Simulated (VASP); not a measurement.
# KBr (Pm-3m) in VASP: single point with PBEsol

Aim: the single point of KBr with PBEsol.

Program: VASP 6.6.1. These are calculated values, not measurements. Logs are shortened: lines on timing, memory, paths and dates and some standing lists are left out, and cuts for length are marked.

## 1. The cell of the first run

The structure is cubic, space group Pm-3m (No. 221). The conventional cell has a = 4.126 Å, b = 4.126 Å, c = 4.126 Å, α = 90.00°, β = 90.00°, γ = 90.00°. K (site symmetry m-3m) has 8 Br at 3.57 Å and 6 K at 4.13 Å within 4.7 Å. Within 4.7 Å of Br (site symmetry m-3m) lie 8 K at 3.57 Å and 6 Br at 4.13 Å.

## 2. Single point, PBEsol

Input file INCAR:

```
SYSTEM = KBr
  ALGO = Normal
  EDIFF = 1E-7
  ENCUT = 520
  GGA = PS
  ISIF = 2
  ISMEAR = 0
  LASPH = .TRUE.
  LCHARG = .FALSE.
  LREAL = .FALSE.
  LWAVE = .FALSE.
  NBANDS = 15
  NELM = 100
  PREC = Accurate
  SIGMA = 0.05
```

Input file KPOINTS:

```
k-points
0
G
  8 8 8
  0 0 0
```

Input file POSCAR:

```
KBr
1.0
   -1.3753628218      2.7507256436      2.7507256436
    2.7507256436     -1.3753628218      2.7507256436
    2.7507256436      2.7507256436     -1.3753628218
K Br
1 1
Direct
    0.0000000000      0.0000000000      0.0000000000
    0.5000000000      0.5000000000      0.5000000000
```

Potentials or basis: VASP PAW PBE potentials, release 64 (K_sv, Br).

Command:

```console
$ cat potpaw_PBE.64/K_sv/POTCAR potpaw_PBE.64/Br/POTCAR > POTCAR
$ mpirun -np 1 vasp_std > vasp.out
```

OUTCAR:

```text
SYSTEM = KBr
   EDIFF = 1E-7
   ENCUT = 520
   GGA = PS
   ISIF = 2
   ISMEAR = 0
   LASPH = .TRUE.
   LREAL = .FALSE.
   NELM = 100
   PREC = Accurate

 ion  position               nearest neighbor table
   1  0.000  0.000  0.000-
   2  0.500  0.500  0.500-

  LATTYP: Found a simple cubic cell.
 ALAT       =     4.1260884654

  Lattice vectors:

 A1 = (  -1.3753628218,   2.7507256436,   2.7507256436)
 A2 = (   2.7507256436,  -1.3753628218,   2.7507256436)
 A3 = (   2.7507256436,   2.7507256436,  -1.3753628218)

Analysis of symmetry for initial positions (statically):
=====================================================================
 Subroutine PRICEL returns:
 Original cell was already a primitive cell.

 Routine SETGRP: Setting up the symmetry group for a
 simple cubic supercell.

 Subroutine GETGRP returns: Found 48 space group operations
 (whereof 48 operations were pure point group operations)
 out of a pool of 48 trial point group operations.

The static configuration has the point symmetry O_h .

Analysis of symmetry for dynamics (positions and initial velocities):
=====================================================================
 Subroutine PRICEL returns:
 Original cell was already a primitive cell.

 Routine SETGRP: Setting up the symmetry group for a
 simple cubic supercell.

 Subroutine GETGRP returns: Found 48 space group operations
 (whereof 48 operations were pure point group operations)
 out of a pool of 48 trial point group operations.

The dynamic configuration has the point symmetry O_h .

 Subroutine INISYM returns: Found 48 space group operations
 (whereof 48 operations are pure point group operations),
 and found     1 'primitive' translations

----------------------------------------------------------------------------------------

                                     Primitive cell

  volume of cell :      70.2450

  direct lattice vectors                    reciprocal lattice vectors
    -1.375362822  2.750725644  2.750725644    -0.080786764  0.161573527  0.161573527
     2.750725644 -1.375362822  2.750725644     0.161573527 -0.080786764  0.161573527
     2.750725644  2.750725644 -1.375362822     0.161573527  0.161573527 -0.080786764

  length of vectors
     4.126088465  4.126088465  4.126088465     0.242360291  0.242360291  0.242360291

  position of ions in fractional coordinates (direct lattice)
     0.000000000  0.000000000  0.000000000
     0.500000000  0.500000000  0.500000000

  ion indices of the primitive-cell ions
   primitive index   ion index
                 1           1
                 2           2

----------------------------------------------------------------------------------------

 KPOINTS: k-points

Automatic generation of k-mesh.
 Grid dimensions read from file:
 generate k-points for:    8    8    8

 Generating k-lattice:

  Cartesian coordinates                     Fractional coordinates (reciprocal lattice)
    -0.010098345  0.020196691  0.020196691     0.125000000  0.000000000  0.000000000
     0.020196691 -0.010098345  0.020196691     0.000000000  0.125000000  0.000000000
     0.020196691  0.020196691 -0.010098345     0.000000000  0.000000000  0.125000000

  Length of vectors
     0.030295036  0.030295036  0.030295036

  Shift w.r.t. Gamma in fractional coordinates (k-lattice)
     0.000000000  0.000000000  0.000000000

 Subroutine IBZKPT returns following result:
 ===========================================

 Found     35 irreducible k-points:

 Following reciprocal coordinates:
            Coordinates               Weight
  0.000000  0.000000  0.000000      1.000000
  0.125000  0.000000  0.000000      6.000000
  0.250000  0.000000  0.000000      6.000000
  0.375000  0.000000  0.000000      6.000000
  0.500000  0.000000  0.000000      3.000000
  0.125000  0.125000  0.000000     12.000000
[... 16 lines left out ...]
  0.375000  0.375000  0.125000     24.000000
  0.500000  0.375000  0.125000     24.000000
 [... further k-points ...]
   k-points           NKPTS =     35   k-points in BZ     NKDIM =     35   number of bands    NBANDS=     15
   number of dos      NEDOS =    301   number of ions     NIONS =      2
   total plane-waves  NPLWV =  32768
   dimension x,y,z NGX =    32 NGY =   32 NGZ =   32
   dimension x,y,z NGXF=    64 NGYF=   64 NGZF=   64
   ions per type =               1   1
   NGX,Y,Z   is equivalent  to a cutoff of  12.89, 12.89, 12.89 a.u.
   NGXF,Y,Z  is equivalent  to a cutoff of  25.79, 25.79, 25.79 a.u.
 SYSTEM =  KBr
   PREC   = accura    normal or accurate (medium, high low for compatibility)
   ISTART =      0    job   : 0-new  1-cont  2-samecut
   ICHARG =      2    charge: 1-file 2-atom 10-const
   ISPIN  =      1    spin polarized calculation?
   LNONCOLLINEAR =      F non collinear calculations
   LSORBIT =      F    spin-orbit coupling
   LASPH  =      T    aspherical Exc in radial PAW
   ENCUT  =  520.0 eV  38.22 Ry    6.18 a.u.   7.67  7.67  7.67*2*pi/ulx,y,z
   NELM   =    100;   NELMIN=  2; NELMDL= -5     # of ELM steps
   EDIFF  = 0.1E-06   stopping-criterion for ELM
   LREAL  =      F    real-space projection
   EDIFFG = 0.1E-05   stopping-criterion for IOM
   NSW    =      0    number of steps for IOM
   IBRION =     -1    ionic relax: 0-MD 1-quasi-New 2-CG
   NFREE  =      0    steps in history (QN), initial steepest desc. (CG)
   ISIF   =      2    stress and relaxation
   ISYM   =      2    0-nonsym 1-usesym 2-fastsym
   POTIM  = 0.5000    time-step for ionic-motion
   TEBEG  =    0.0;   TEEND  =   0.0 temperature during run
   PSTRESS=    0.0 pullay stress
   NELECT =      16.0000    total number of electrons
   NUPDOWN=      -1.0000    fix difference up-down
   EMIN   =  10.00;   EMAX   =-10.00  energy-range for DOS
   EFERMI =   0.00;   METHOD = LEGACY
   ISMEAR =     0;   SIGMA  =   0.05  broadening in eV -4-tet -1-fermi 0-gaus
   EFERMI_NEDOS =   21; number of points for ismear=-14 and -15
   IALGO  =     38    algorithm
   IMIX   =      4    mixing-type and parameters
     AMIX     =   0.40;   BMIX     =  1.00
     AMIX_MAG =   1.60;   BMIX_MAG =  1.00
  volume/ion in A,a.u.               =      35.12       237.02
  Fermi-wavevector in a.u.,A,eV,Ry     =   0.999792  1.889333 13.600164  0.999584
  Thomas-Fermi vector in A             =   2.132106
   LORBIT       =      0    0 simple, 1 ext, 2 COOP (PROOUT), +10 PAW based schemes
   GGA     = PS    functional components
   LHFCALC =     F    Hartree Fock is set to
   AEXX    =    0.0000 exact exchange contribution
   IVDW    =     0    specifies the selected vdW correction
   LEPSILON=     F    determine dielectric tensor
   LRPA    =     F    only Hartree local field effects (RPA)
 non-spin polarized calculation
 Gauss-broadening in eV      SIGMA  =   0.05
  energy-cutoff  :      520.00
  volume of cell :       70.25
 maximum number of plane-waves:      1924
 NGX is ok and might be reduce to    32
   NGX = 15   NGY = 15   NGZ = 15

 number of electron      16.0000005 magnetization

 Free energy of the ion-electron system (eV)
  ---------------------------------------------------
  ext. energy  EPLUGINS =         0.00000000
  ---------------------------------------------------
  free energy    TOTEN  =        -6.30434423 eV

  energy without entropy =       -6.30434423  energy(sigma->0) =       -6.30434423

 E-fermi :  -0.8723     XC(G=0):  -7.7444

 val. band max:       -1.1326108686   @ k =   0.5000   0.5000   0.0000
 cond. band min:       2.4136242867   @ k =   0.0000   0.0000   0.0000
 fundamental gap:      3.5462351553
 Fermi energy:        -0.8722911635

 k-point     1 :       0.0000    0.0000    0.0000
  band No.  band energies     occupation
      1     -29.7106      2.00000
      2     -13.8121      2.00000
      3     -13.2013      2.00000
      4     -13.2013      2.00000
      5     -13.2013      2.00000
      6      -1.3774      2.00000
      7      -1.3774      2.00000
      8      -1.3774      2.00000
      9       2.4136      0.00000
     10       4.6868      0.00000
     11       4.6868      0.00000
     12       8.3916      0.00000
     13       8.3916      0.00000
     14       8.3916      0.00000
     15      10.9377      0.00000

 k-point     2 :       0.1250    0.0000    0.0000
  band No.  band energies     occupation
      1     -29.7094      2.00000
      2     -13.8361      2.00000
      3     -13.1991      2.00000
      4     -13.1991      2.00000
      5     -13.1753      2.00000
      6      -1.6872      2.00000
      7      -1.3720      2.00000
      8      -1.3720      2.00000
      9       2.7737      0.00000
     10       4.8016      0.00000
     11       4.9760      0.00000
     12       8.3345      0.00000
     13       8.3345      0.00000
     14       8.4534      0.00000
     15      10.3674      0.00000

 k-point     3 :       0.2500    0.0000    0.0000
  band No.  band energies     occupation
      1     -29.7067      2.00000
      2     -13.8904      2.00000
      3     -13.1936      2.00000
      4     -13.1936      2.00000
      5     -13.1149      2.00000
      6      -2.2832      2.00000
      7      -1.3591      2.00000
      8      -1.3591      2.00000
      9       3.5620      0.00000
     10       5.1349      0.00000
     11       5.6547      0.00000
     12       8.2484      0.00000
     13       8.2484      0.00000
     14       8.6159      0.00000
     15       9.2472      0.00000
[... 343 lines left out ...]
 k-point    23 :       0.3750    0.3750    0.1250
  band No.  band energies     occupation
      1     -29.6965      2.00000
      2     -13.7128      2.00000
      3     -13.2986      2.00000
      4     -13.2059      2.00000
      5     -13.1872      2.00000
      6      -2.4007      2.00000
      7      -2.3018      2.00000
      8      -1.4177      2.00000
      9       4.5904      0.00000
     10       5.6428      0.00000
     11       6.7611      0.00000
     12       6.8546      0.00000
     13       7.7999      0.00000
     14       7.9437      0.00000
     15       9.6788      0.00000

 k-point    24 :       0.5000    0.3750    0.1250
  band No.  band energies     occupation
      1     -29.6954      2.00000
      2     -13.6690      2.00000
      3     -13.2967      2.00000
      4     -13.2489      2.00000
      5     -13.1935      2.00000
      6      -2.4943      2.00000
      7      -2.2880      2.00000
      8      -1.3926      2.00000
      9       4.4086      0.00000
     10       5.6600      0.00000
     11       6.6651      0.00000
     12       6.8565      0.00000
     13       7.9741      0.00000
     14       8.2655      0.00000
     15       9.5823      0.00000

 [... further k-points ...]

------------------------ aborting loop because EDIFF is reached ----------------------------------------

  FORCE on cell =-STRESS in cart. coord.  units (eV):
  Direction    XX          YY          ZZ          XY          YZ          ZX
  --------------------------------------------------------------------------------------
  -------------------------------------------------------------------------------------
  Total       -0.8059298     -0.8059298     -0.8059298      0.0000000     -0.0000000     -0.0000000
  in kB      -18.3819755    -18.3819755    -18.3819755      0.0000000     -0.0000000     -0.0000000
  external PRESSURE =     -18.3819755 kB  Pullay stress =       0.0000000 kB

 VOLUME and BASIS-vectors are now :
 -----------------------------------------------------------------------------
  energy-cutoff  :      520.00
  volume of cell :       70.25
      direct lattice vectors                 reciprocal lattice vectors
    -1.375362822  2.750725644  2.750725644    -0.080786764  0.161573527  0.161573527
     2.750725644 -1.375362822  2.750725644     0.161573527 -0.080786764  0.161573527
     2.750725644  2.750725644 -1.375362822     0.161573527  0.161573527 -0.080786764

 POSITION                                       TOTAL-FORCE (eV/Angst)
 -----------------------------------------------------------------------------------
      0.00000      0.00000      0.00000         0.000000      0.000000      0.000000
      2.06304      2.06304      2.06304        -0.000000     -0.000000     -0.000000
 -----------------------------------------------------------------------------------
    total drift:                               -0.000000     -0.000000      0.000000

  FREE ENERGIE OF THE ION-ELECTRON SYSTEM (eV)
  ---------------------------------------------------
  free  energy   TOTEN  =        -6.3043442302 eV

  energy  without entropy=       -6.3043442302  energy(sigma->0) =       -6.30434423
```

Run time: 25 s. Hardware: 1 thread of AMD EPYC 7R13, shared host; peak memory 0.19 GiB.

What came out:

- Free energy: -6.3043 eV
- Pressure: -1.8 GPa
- Band gap on the k mesh: 3.55 eV, indirect (least direct gap 3.79 eV)

Caveat: the PAW data sets were made with another functional, which shifts forces and pressure a little. A k mesh can miss the band edges.
